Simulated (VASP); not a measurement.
## Sn: relaxation of cell and atoms with PBE

Crystal: Sn.

```xyz
2
Lattice="-2.8242 2.8242 1.5222 2.8242 -2.8242 1.5222 2.8242 2.8242 -1.5222" Properties=species:S:1:pos:R:3 pbc="T T T"
Sn    0.0000    0.0000    0.0000
Sn    0.0000    2.8242    0.7611
```

* Program: VASP 6.6.1
* Task: relaxation of cell and atoms
* Functional: PBE
* Potentials or basis: VASP PAW PBE potentials, release 64 (Sn_d)
* Cutoff: 600 eV
* k mesh: 16 × 16 × 16
* Occupations: fermi-dirac, width 0.15 eV
* Spin: no spin polarisation
* Target pressure: 10.9 GPa
* Dipole correction: no
* Further INCAR settings: ALGO = Fast; EDIFF = 1e-06; IBRION = 2; EDIFFG = -0.001; NSW = 80; ISIF = 3

- Relaxed volume: 24.31 Å³/atom
- Relaxed cell: a = 4.277 Å, b = 4.277 Å, c = 4.277 Å, α = 97.28°, β = 97.28°, γ = 138.31°
- Space group after relaxing (to 0.1 Å): I4_1/amd (No. 141)
- Energy change on relaxing (the run minimises the enthalpy): -1.7 meV/atom
- Ionic steps: 38
- Pressure after relaxing: 10.9 GPa
- Band gap on the k mesh: zero (bands 14 and 15 overlap by 4.89 eV)

Step by step:
| step | energy change (eV) | largest force (eV/Å) | pressure (GPa) | volume (Å³) |
| --- | --- | --- | --- | --- |
| 1 | 0.0000 | 0.0000 | 10.97 | 48.57 |
| 2 | -0.0054 | 0.0000 | 10.88 | 48.65 |
| 3 | -0.0042 | 0.0000 | 10.90 | 48.63 |
| 4 | -0.0048 | 0.0000 | 10.87 | 48.64 |
| 5 | -0.0044 | 0.0000 | 10.91 | 48.63 |
| 6 | -0.0046 | 0.0000 | 10.90 | 48.63 |
| 7 | -0.0043 | 0.0000 | 10.86 | 48.63 |
| 8 | -0.0033 | 0.0000 | 10.95 | 48.62 |
| 9 | -0.0041 | 0.0000 | 10.90 | 48.63 |
| 10 | -0.0042 | 0.0000 | 10.88 | 48.63 |
| 11 | -0.0042 | 0.0000 | 10.88 | 48.63 |
| 12 | -0.0043 | 0.0000 | 10.87 | 48.63 |
| 13 | -0.0040 | 0.0000 | 10.91 | 48.62 |
| 14 | -0.0041 | 0.0000 | 10.90 | 48.63 |
| 15 | -0.0041 | 0.0000 | 10.88 | 48.63 |
| 16 | -0.0041 | 0.0000 | 10.88 | 48.63 |
| 17 | -0.0041 | 0.0000 | 10.88 | 48.63 |
| 18 | -0.0039 | 0.0000 | 10.86 | 48.62 |
| 19 | -0.0036 | 0.0000 | 10.93 | 48.62 |
| 20 | -0.0037 | 0.0000 | 10.93 | 48.62 |
| 21 | -0.0038 | 0.0000 | 10.91 | 48.62 |
| 22 | -0.0039 | 0.0000 | 10.89 | 48.62 |
| 23 | -0.0038 | 0.0000 | 10.88 | 48.62 |
| 24 | -0.0038 | 0.0000 | 10.88 | 48.62 |
| 25 | -0.0037 | 0.0000 | 10.87 | 48.62 |
| 26 | -0.0034 | 0.0000 | 10.92 | 48.62 |
| 27 | -0.0036 | 0.0000 | 10.93 | 48.62 |
| 28 | -0.0037 | 0.0000 | 10.91 | 48.62 |
| 29 | -0.0037 | 0.0000 | 10.90 | 48.62 |
| 30 | -0.0037 | 0.0000 | 10.88 | 48.62 |
| 31 | -0.0037 | 0.0000 | 10.89 | 48.62 |
| 32 | -0.0037 | 0.0000 | 10.89 | 48.62 |
| 33 | -0.0036 | 0.0000 | 10.89 | 48.62 |
| 34 | -0.0035 | 0.0000 | 10.87 | 48.62 |
| 35 | -0.0033 | 0.0000 | 10.92 | 48.61 |
| 36 | -0.0034 | 0.0000 | 10.92 | 48.62 |
| 37 | -0.0034 | 0.0000 | 10.91 | 48.62 |
| 38 | -0.0035 | 0.0000 | 10.90 | 48.62 |

Final structure:
```yaml
crystal:
  lattice:
    - [-2.82601, 2.82601, 1.52189]
    - [2.82601, -2.82601, 1.52189]
    - [2.82601, 2.82601, -1.52189]
  atoms:
    - { symbol: Sn, position: [0.00000, 0.00000, 0.00000] }
    - { symbol: Sn, position: [0.75000, 0.25000, 0.50000] }
```

Levels at points of the mesh, in eV from the Fermi level:
| k point | band 12 | band 13 | band 14 | band 15 | band 16 | band 17 |
| --- | --- | --- | --- | --- | --- | --- |
| (0.00, 0.00, 0.00) | -3.43 | -2.35 | -2.35 | 2.74 | 6.67 | 6.67 |
| (0.50, 0.00, 0.00) | -5.79 | -2.22 | -2.02 | -1.31 | 2.14 | 3.10 |
| (0.50, 0.50, 0.00) | -9.57 | 0.50 | 0.50 | 1.68 | 1.68 | 6.68 |
| (0.50, 0.50, 0.50) | -7.93 | -5.50 | -5.50 | 5.64 | 5.64 | 10.32 |

It took 40 min on 1 thread of Intel(R) Xeon(R) Platinum 8488C (Sapphire Rapids), with other jobs on the host, peak memory 0.48 GiB.

Caveat: the cell is relaxed towards a set pressure, so the run minimises the enthalpy, not the energy; spin-orbit coupling is left out, which moves the levels of the heavy elements.
